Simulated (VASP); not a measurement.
**NaH: single point with LDA**

NaH:

```
Na H
1.0
     0.00000    2.44000    2.44000
     2.44000    0.00000    2.44000
     2.44000    2.44000    0.00000
Na H
1 1
Direct
  0.00000 0.00000 0.00000
  0.50000 0.50000 0.50000
```

```json
{
 "Program": "VASP 6.6.1",
 "Task": "single point",
 "Functional": "LDA",
 "Potentials or basis": "VASP PAW LDA potentials, release 64 (Na_pv, H)",
 "Cutoff": "520 eV",
 "k mesh": "7 × 7 × 7",
 "Occupations": "gaussian, width 0.01 eV",
 "Spin": "no spin polarisation"
}
```

```yaml
Pressure: -2.7 GPa
Band_gap_on_the_k_mesh: 3.84 eV, indirect (least direct gap 4.50 eV)
```

Levels at points of the mesh, in eV from the valence-band top:
| k point | band 2 | band 3 | band 4 | band 5 | band 6 | band 7 |
| --- | --- | --- | --- | --- | --- | --- |
| (0.00, 0.00, 0.00) | -22.13 | -22.13 | -3.61 | 10.22 | 15.07 | 15.07 |

Wall time 6.1 s on 1 thread of Intel Xeon 6975P-C, on a shared host, peak memory 0.13 GiB.

A k mesh can miss the band edges.
